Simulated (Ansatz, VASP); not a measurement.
Ir: VASP beside Ansatz

```
Ir
1.0
     0.03839    1.93890    1.93890
     1.93890    0.03839    1.93890
     1.93890    1.93890    0.03839
Ir
1
Direct
  0.00000 0.00000 0.00000
```

Change from the starting cell: equal xy, yz and zx shear strains of +2 %.

Alike in both runs: task single point; functional PBE; k mesh 15 × 15 × 15; occupations fermi-dirac, width 0.05 eV; no spin polarisation.

```csv
,VASP,Ansatz
version,VASP 6.6.1,Ansatz 0.2.0
potentials or method,"VASP PAW PBE potentials, release 64 (Ir), cutoff 520 eV","all-electron LAPW, scalar-relativistic"
```

|  | VASP | Ansatz | Ansatz less VASP |
| --- | --- | --- | --- |
| pressure (GPa) | 10.1 | 9.4 | -0.68 |
| traceless stress, the component that is largest in VASP (GPa) | -5.75 | -5.76 | -0.007 |

Ansatz ran all-electron here, and VASP with PAW potentials.

Neither program's run includes spin-orbit coupling.
